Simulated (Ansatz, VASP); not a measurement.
**TaN: VASP beside Ansatz**

INCAR

```
SYSTEM = TaN
PREC = Accurate
ENCUT = 520
EDIFF = 1E-6
ISMEAR = 0
SIGMA = 0.15
LREAL = .False.
LASPH = .True.
NELM = 60
ALGO = Normal
ISIF = 2
LWAVE = .False.
LCHARG = .False.
GGA = PE
NBANDS = 15
```

File KPOINTS:

```
regular mesh
0
Gamma
  24 24 24
  0 0 0
```

The input POSCAR:

```
TaN
1.0
    0.0000000000      2.1755052563      2.2748938213
    2.1755052563      0.0000000000      2.2748938213
    2.1755052563      2.1755052563      0.0000000000
Ta N
1 1
Direct
    0.5000000000      0.5000000000      0.5000000000
    0.0000000000      0.0000000000      0.0000000000
```

Input for Ansatz:

```yaml
crystal:
  lattice:
    - [0.0, 2.1755052563, 2.2748938213]
    - [2.1755052563, 0.0, 2.2748938213]
    - [2.1755052563, 2.1755052563, 0.0]
  atoms:
    - { symbol: Ta, position: [0.5, 0.5, 0.5] }
    - { symbol: "N", position: [0.0, 0.0, 0.0] }
basis:
  ecutwfc: 420
kpoints:
  mp_grid: { grid: [24, 24, 24] }
hamiltonian:
  xc: pbe
scf:
  occupations: { method: gaussian, width: 0.15 }
output:
  forces: true
  stress: true
  eigenvalues: true
```

Change from the starting cell: strain -0.015 along x and y, +0.030 along z, atoms carried along.

Alike in both runs: task single point; functional PBE; k mesh 24 × 24 × 24; occupations gaussian, width 0.15 eV; no spin polarisation.

|  | VASP | Ansatz |
| --- | --- | --- |
| version | VASP 6.6.1 | Ansatz 0.2.0 |
| potentials or method | VASP PAW PBE potentials, release 64 (Ta_pv, N), cutoff 520 eV | scalar-relativistic, plane waves, PAW |
| valence electrons in the cell | 16 | 18 |

VASP gave:

```
gap on the k mesh at the Fermi level (eV)                     : none
pressure (GPa)                                                : 2.6
traceless stress, the component that is largest in VASP (GPa) : -13.97
```

**Question.** Estimate Ansatz's values.

**Answer.** gap on the k mesh at the Fermi level (eV): none; pressure (GPa): 1.9; traceless stress, the component that is largest in VASP (GPa): -13.87.

A gap of «none» marks a metal or a gap that the smearing closes. VASP's potentials hold 16 valence electrons a cell and Ansatz's 18, so a difference there can come from the potentials and not from the codes.

Spin-orbit coupling is off throughout.
